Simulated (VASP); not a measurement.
TiNi, 2 atoms in the cell. The structure is tetragonal, space group P4/mmm (No. 123). Conventional cell: a = 2.882 Å, b = 2.882 Å, c = 3.024 Å, α = 90.00°, β = 90.00°, γ = 90.00°. Ti (site symmetry 4/mmm) has 8 Ni at 2.54 Å and 6 Ti at 2.88 to 3.02 Å within 3.3 Å. Ni (site symmetry 4/mmm) has 8 Ti at 2.54 Å and 6 Ni at 2.88 to 3.02 Å within 3.3 Å.  This cell differs from its parent crystal: biaxial strain in the a-b plane: -3.0 %.

- Program: VASP 6.6.1
- Task: single point
- Functional: PBEsol
- Potentials or basis: VASP PAW PBE potentials, release 64 (Ti_sv, Ni)
- Cutoff: 520 eV
- k mesh: 18 × 18 × 18
- Occupations: gaussian, width 0.1 eV
- Spin: no spin polarisation
- Dipole correction: no
- Further INCAR settings: ALGO = Fast; EDIFF = 1e-06; NBANDS = 18

Potentials or basis: VASP PAW PBE potentials, release 64 (Ti_sv, Ni).

Command:

```sh
$ cat potpaw_PBE.64/Ti_sv/POTCAR potpaw_PBE.64/Ni/POTCAR > POTCAR
$ mpirun -np 1 vasp_std > vasp.out
```

Hardware: 1 thread of Intel Xeon 8259CL (shared host).

Task: Estimate the wall time of this run.

Result: Wall time 5.1 min on 1 thread of Intel Xeon 8259CL (shared host), peak memory 0.36 GiB. Counts: scf iterations 22, k points 550.
